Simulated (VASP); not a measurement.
Wanted: the native input for a VASP 6.6.1 run.

```
Task                   : single point
Functional             : r2SCAN
Potentials or basis    : VASP PAW PBE potentials, release 64 (Hg, Te)
Cutoff                 : 550 eV
k mesh                 : 6 × 6 × 6
Occupations            : gaussian, width 0.01 eV
Spin                   : no spin polarisation
Dipole correction      : no
Further INCAR settings : ALGO = Normal; EDIFF = 1e-06; NBANDS = 16
```

HgTe (Coloradoite):

```
Hg Te
1.0
     0.00000    3.21450    3.21450
     3.21450    0.00000    3.21450
     3.21450    3.21450    0.00000
Hg Te
1 1
Direct
  0.00000 0.00000 0.00000
  0.25000 0.25000 0.25000
```

These files were run (other wordings do the same):

POSCAR

```
HgTe
1.0
    0.0000000000      3.2145000000      3.2145000000
    3.2145000000      0.0000000000      3.2145000000
    3.2145000000      3.2145000000      0.0000000000
Hg Te
1 1
Direct
    0.0000000000      0.0000000000      0.0000000000
    0.2500000000      0.2500000000      0.2500000000
```

INCAR.step1

```
PREC = Accurate ; ENCUT = 550
ISMEAR = 0 ; SIGMA = 0.01
LREAL = F ; LASPH = T
NELM = 120 ; NBANDS = 16
GGA = PE ; ALGO = Normal
EDIFF = 1E-5 ; LWAVE = T
LCHARG = F ; GGA_COMPAT = F
```

INCAR.step2

```
PREC = Accurate ; ENCUT = 550
EDIFF = 1E-6 ; ISMEAR = 0
SIGMA = 0.01 ; LREAL = F
LASPH = T ; NELM = 120
ALGO = Normal ; ISIF = 2
LWAVE = F ; LCHARG = F
METAGGA = R2SCAN ; LMIXTAU = T
NBANDS = 16 ; ISTART = 1
GGA_COMPAT = F
```

KPOINTS

```
regular mesh
0
Gamma
  6 6 6
```

Potentials or basis: VASP PAW PBE potentials, release 64 (Hg, Te).

Command:

```console
$ cat potpaw_PBE.64/Hg/POTCAR potpaw_PBE.64/Te/POTCAR > POTCAR
$ cp INCAR.step1 INCAR
$ mpirun -np 1 vasp_std > vasp.out
$ cp INCAR.step2 INCAR
$ mpirun -np 1 vasp_std > vasp.out
```

It gave:

| Item | Value |
| --- | --- |
| Pressure | 3.3 GPa |
| Band gap on the k mesh | zero (filled and empty bands touch) |

Caveat: the PAW data sets were made with another functional, which shifts forces and pressure a little; spin-orbit coupling is left out, which moves the levels of the heavy elements.

Run time: 2 min on 1 thread of Intel Xeon 8259CL (shared host), peak memory 0.22 GiB.
